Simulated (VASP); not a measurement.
# PbS (Cmcm) in VASP: single point with PBEsol

Aim: the single point of PbS with PBEsol.

Program: VASP 6.6.1. These are calculated values, not measurements. Logs are shortened: lines on timing, memory, paths and dates and some standing lists are left out, and cuts for length are marked.

## 1. The cell of the first run

Symmetry: Cmcm, No. 63, orthorhombic system. The conventional cell has a = 4.160 Å, b = 11.983 Å, c = 4.279 Å, α = 90.00°, β = 90.00°, γ = 90.00°. Pb (site symmetry m2m) has 5 S at 2.69 to 2.99 Å within 3.5 Å. S (site symmetry m2m) has 5 Pb at 2.69 to 2.99 Å within 3.5 Å.

## 2. Single point, PBEsol, non-collinear spin, zero start, spin-orbit coupling

The input, INCAR:

```
PREC     = Accurate       # precision mode
ENCUT    = 500            # plane-wave cutoff, eV
EDIFF    = 1E-6           # SCF threshold, eV
ISMEAR   = 0              # smearing method
SIGMA    = 0.01           # smearing width, eV
LREAL    = F              # projectors in reciprocal space
LASPH    = T              # aspherical terms in the spheres
NELM     = 200            # most SCF steps
ALGO     = Normal         # electronic algorithm
ISIF     = 2              # what is computed and relaxed
LWAVE    = F              # write WAVECAR
LCHARG   = T              # write CHGCAR
LNONCOLLINEAR= T              # non-collinear magnetism
MAGMOM   = 0 0 0 0 0 0 0 0 0 0 0 0 # initial moments
LORBIT   = 11             # projections on sites
LSORBIT  = T              # spin-orbit coupling
GGA_COMPAT= F            
LORBMOM  = T            
GGA      = PS             # functional
LVHAR    = T            
NBANDS   = 54             # bands
```

The input, KPOINTS:

```
regular mesh
0
Gamma
  6 6 6
```

The input, POSCAR:

```
PbS
1.0
    2.0799530000     -5.9912970000      0.0000000000
    2.0799530000      5.9912970000      0.0000000000
    0.0000000000      0.0000000000      4.2793210000
Pb S
2 2
Direct
    0.8694370000      0.1305630000      0.7500000000
    0.1305630000      0.8694370000      0.2500000000
    0.6452030000      0.3547970000      0.7500000000
    0.3547970000      0.6452030000      0.2500000000
```

Potentials or basis: VASP PAW PBE potentials, release 64 (Pb_d, S).

Started as:

```
cat potpaw_PBE.64/Pb_d/POTCAR potpaw_PBE.64/S/POTCAR > POTCAR
mpirun -np 1 vasp_ncl > vasp.out
```

OUTCAR:

```text
PREC = Accurate
   ENCUT = 500
   EDIFF = 1E-6
   ISMEAR = 0
   LREAL = F
   LASPH = T
   NELM = 200
   ISIF = 2
   LNONCOLLINEAR = T
   LORBIT = 11
   LSORBIT = T
   GGA = PS

 ion  position               nearest neighbor table
   1  0.869  0.131  0.750-   3 2.69   4 2.99   4 2.99   4 2.99   4 2.99   2 3.79   2 3.79   2 4.13
                             2 4.13   2 4.13   2 4.13
   2  0.131  0.869  0.250-   4 2.69   3 2.99   3 2.99   3 2.99   3 2.99   1 3.79   1 3.79   1 4.13
                             1 4.13   1 4.13   1 4.13
   3  0.645  0.355  0.750-   1 2.69   2 2.99   2 2.99   2 2.99   2 2.99
   4  0.355  0.645  0.250-   2 2.69   1 2.99   1 2.99   1 2.99   1 2.99

  LATTYP: Found a base centered orthorhombic cell.
 ALAT       =     4.1599060000
 B/A-ratio  =     2.8804963381
 C/A-ratio  =     1.0287061775

  Lattice vectors:

 A1 = (   2.0799530000,  -5.9912970000,   0.0000000000)
 A2 = (   2.0799530000,   5.9912970000,   0.0000000000)
 A3 = (   0.0000000000,   0.0000000000,   4.2793210000)

Analysis of symmetry for initial positions (statically):
=====================================================================
 Subroutine PRICEL returns:
 Original cell was already a primitive cell.

 Routine SETGRP: Setting up the symmetry group for a
 base centered orthorhombic supercell.

 Subroutine GETGRP returns: Found  8 space group operations
 (whereof  4 operations were pure point group operations)
 out of a pool of  8 trial point group operations.

The static configuration has the point symmetry C_2h.
 The point group associated with its full space group is D_2h.

Analysis of symmetry for dynamics (positions and initial velocities):
=====================================================================
 Subroutine PRICEL returns:
 Original cell was already a primitive cell.

 Routine SETGRP: Setting up the symmetry group for a
 base centered orthorhombic supercell.

 Subroutine GETGRP returns: Found  8 space group operations
 (whereof  4 operations were pure point group operations)
 out of a pool of  8 trial point group operations.

The dynamic configuration has the point symmetry C_2h.
 The point group associated with its full space group is D_2h.

Analysis of structural, dynamic, and magnetic symmetry:
=====================================================================
 Subroutine PRICEL returns:
 Original cell was already a primitive cell.

 Routine SETGRP: Setting up the symmetry group for a
 base centered orthorhombic supercell.

 Subroutine GETGRP returns: Found  8 space group operations
[... 1519 lines left out ...]
    total drift:                                0.000000     -0.000000      0.000000

  FREE ENERGIE OF THE ION-ELECTRON SYSTEM (eV)
  ---------------------------------------------------
  free  energy   TOTEN  =       -19.5384803358 eV

  energy  without entropy=      -19.5384803358  energy(sigma->0) =      -19.53848034

 orbital moment (x)

 # of ion     p       d       tot
 ----------------------------------------
  1         0.000  -0.000  -0.000
  2         0.000  -0.000  -0.000
  3         0.000   0.000   0.000
  4         0.000   0.000   0.000
 ----------------------------------------
            0.000  -0.000  -0.000

 orbital moment (y)

 # of ion     p       d       tot
 ----------------------------------------
  1         0.000  -0.000  -0.000
  2         0.000   0.000   0.000
  3         0.000   0.000   0.000
  4         0.000   0.000   0.000
 ----------------------------------------
            0.000   0.000   0.000

 orbital moment (z)

 # of ion     p       d       tot
 ----------------------------------------
  1         0.000  -0.000  -0.000
  2         0.000   0.000   0.000
  3         0.000   0.000   0.000
  4         0.000   0.000   0.000
 ----------------------------------------
            0.000   0.000   0.000

 Spin-Orbit-Coupling matrix elements

 Ion:    1  E_soc:     -0.8221185
 l=   1
     0.0000000    -0.0728382    -0.0726656
    -0.0728382     0.0000000    -0.0646071
    -0.0726656    -0.0646071     0.0000000
 l=   2
     0.0000000    -0.0134854     0.0000000    -0.0133397    -0.0536671
    -0.0134854     0.0000000    -0.0403272    -0.0133522    -0.0133630
     0.0000000    -0.0403272     0.0000000    -0.0400516     0.0000000
    -0.0133397    -0.0133522    -0.0400516     0.0000000    -0.0133622
    -0.0536671    -0.0133630     0.0000000    -0.0133622     0.0000000
 l=   3
     0.0000000     0.0000000     0.0000000     0.0000000     0.0000000     0.0000000     0.0000000
     0.0000000     0.0000000     0.0000000     0.0000000     0.0000000     0.0000000     0.0000000
     0.0000000     0.0000000     0.0000000     0.0000000     0.0000000     0.0000000     0.0000000
     0.0000000     0.0000000     0.0000000     0.0000000     0.0000000     0.0000000     0.0000000
[... 49 lines left out ...]
 l=   2
     0.0000000     0.0000000     0.0000000     0.0000000     0.0000000
     0.0000000     0.0000000     0.0000000     0.0000000     0.0000000
     0.0000000     0.0000000     0.0000000     0.0000000     0.0000000
     0.0000000     0.0000000     0.0000000     0.0000000     0.0000000
     0.0000000     0.0000000     0.0000000     0.0000000     0.0000000
 l=   3
     0.0000000     0.0000000     0.0000000     0.0000000     0.0000000     0.0000000     0.0000000
     0.0000000     0.0000000     0.0000000     0.0000000     0.0000000     0.0000000     0.0000000
     0.0000000     0.0000000     0.0000000     0.0000000     0.0000000     0.0000000     0.0000000
     0.0000000     0.0000000     0.0000000     0.0000000     0.0000000     0.0000000     0.0000000
     0.0000000     0.0000000     0.0000000     0.0000000     0.0000000     0.0000000     0.0000000
     0.0000000     0.0000000     0.0000000     0.0000000     0.0000000     0.0000000     0.0000000
     0.0000000     0.0000000     0.0000000     0.0000000     0.0000000     0.0000000     0.0000000

 total charge

# of ion       s       p       d       tot
------------------------------------------
    1        1.437   0.571   9.843  11.851
    2        1.437   0.571   9.843  11.851
    3        1.348   2.302   0.000   3.650
    4        1.348   2.302   0.000   3.650
--------------------------------------------------
tot          5.570   5.746  19.686  31.002

 magnetization (x)

# of ion       s       p       d       tot
------------------------------------------
    1        0.000   0.000   0.000   0.000
    2        0.000   0.000   0.000   0.000
    3        0.000   0.000   0.000   0.000
    4        0.000   0.000   0.000   0.000
--------------------------------------------------
tot          0.000   0.000   0.000   0.000

 magnetization (y)

# of ion       s       p       d       tot
------------------------------------------
    1        0.000   0.000   0.000   0.000
    2        0.000   0.000   0.000   0.000
    3        0.000   0.000   0.000   0.000
    4        0.000   0.000   0.000   0.000
--------------------------------------------------
tot          0.000   0.000   0.000   0.000

 magnetization (z)

# of ion       s       p       d       tot
------------------------------------------
    1        0.000   0.000   0.000   0.000
    2        0.000   0.000   0.000   0.000
    3        0.000   0.000   0.000   0.000
    4        0.000   0.000   0.000   0.000
--------------------------------------------------
tot          0.000   0.000   0.000   0.000
```

OSZICAR:

```text
N       E                     dE             d eps       ncg     rms          rms(c)
DAV:   1     0.466129269457E+03    0.46613E+03   -0.17525E+04  5616   0.155E+03
DAV:   2     0.477984944661E+02   -0.41833E+03   -0.40029E+03  5632   0.437E+02
DAV:   3    -0.157105524987E+02   -0.63509E+02   -0.60079E+02  7136   0.196E+02
DAV:   4    -0.201162244800E+02   -0.44057E+01   -0.43376E+01  7072   0.514E+01
DAV:   5    -0.202889840909E+02   -0.17276E+00   -0.17242E+00  7788   0.106E+01    0.611E+00
DAV:   6    -0.195269290016E+02    0.76206E+00   -0.11123E+00  7940   0.108E+01    0.381E+00
DAV:   7    -0.195422336188E+02   -0.15305E-01   -0.43556E-01  7296   0.307E+00    0.234E+00
DAV:   8    -0.195441298359E+02   -0.18962E-02   -0.62595E-02  7844   0.262E+00    0.649E-01
DAV:   9    -0.195383890132E+02    0.57408E-02   -0.11018E-02  7890   0.114E+00    0.257E-01
DAV:  10    -0.195384060386E+02   -0.17025E-04   -0.33135E-03  7848   0.338E-01    0.894E-02
DAV:  11    -0.195384777851E+02   -0.71747E-04   -0.33875E-04  8030   0.150E-01    0.232E-02
DAV:  12    -0.195384800405E+02   -0.22554E-05   -0.36113E-05  7920   0.501E-02    0.122E-02
DAV:  13    -0.195384803358E+02   -0.29523E-06   -0.80180E-06  6396   0.195E-02
   1 F= -.19538480E+02 E0= -.19538480E+02  d E =-.474859E-13  mag=    -0.0000     0.0000    -0.0000
```

stdout:

```text
POSCAR found type information on POSCAR PbS
 POSCAR found :  2 types and       4 ions
 scaLAPACK will be used
 -----------------------------------------------------------------------------
|                                                                             |
|                                                                             |
|     You enforced a specific xc type in the INCAR file but a different       |
|     I HOPE YOU KNOW WHAT YOU ARE DOING!                                     |
|                                                                             |
 -----------------------------------------------------------------------------

 LDA part: xc-table for (Slater+PW92), standard interpolation
 POSCAR, INCAR and KPOINTS ok, starting setup
 FFT: planning ... GRIDC
 FFT: planning ... GRID_SOFT
 FFT: planning ... GRID
 WAVECAR not read
 entering main loop
```

Run time: 5 min. Hardware: 1 thread of AMD EPYC 9R45 (Zen 5), shared host; peak memory 0.74 GiB.

What came out:

```yaml
Free_energy: -19.5385 eV
Pressure: -2.0 GPa
Largest_force: 0.078 eV/Å
Net_moment: 0.00 μB per cell
Valence_electrons_inside_the_program's_atomic_spheres: Pb 11.85; S 3.65
```

Forces in eV/Å, atoms in the order of the input:
```
Pb   0.000  0.078  0.000
Pb   0.000 -0.078  0.000
S    0.000 -0.030  0.000
S    0.000  0.030  0.000
```

Stress tensor (GPa, compression positive):
```
-2.00  0.00  0.00
 0.00 -1.88  0.00
 0.00  0.00 -2.23
```

Moments on the atoms (μB; x, y, z):
```
Pb  0.00 0.00 0.00
Pb  0.00 0.00 0.00
S   0.00 0.00 0.00
S   0.00 0.00 0.00
```

Caveat: the PAW data sets were made with another functional, which shifts forces and pressure a little.
